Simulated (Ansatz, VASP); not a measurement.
**Two plane-wave programs on Mo**

```
Mo
1.0
    -1.58762    1.58762    1.58762
     1.58762   -1.58762    1.58762
     1.58762    1.58762   -1.58762
Mo
1
Direct
  0.00000 0.00000 0.00000
```

Alike in both runs: functional PBE; k mesh 8 × 8 × 8; no spin polarisation; Hubbard terms Mo d U = 4.0 eV.

Ansatz relaxed the structure, and its values are those at the end. VASP's run is a single point on that final structure, the one shown.

```csv
,VASP,Ansatz
version,VASP 6.6.1,Ansatz 0.2.0
potentials or method,"VASP PAW PBE potentials, release 64 (Mo_sv), cutoff 500 eV",PAW plane waves
occupations,"fermi-dirac, width 0.1 eV",fermi-dirac
valence electrons in the cell,14,14
```

```tsv
	VASP	Ansatz	Ansatz less VASP
gap on the k mesh at the Fermi level (eV)	none	none	-
pressure (GPa)	6.8	0.0	-6.82
```

The programs project onto different local orbitals, so the same U acts differently, and such runs can settle in different states. A gap of «none» marks a metal or a gap that the smearing closes. Ansatz's warnings: filled band counts differ across k points.
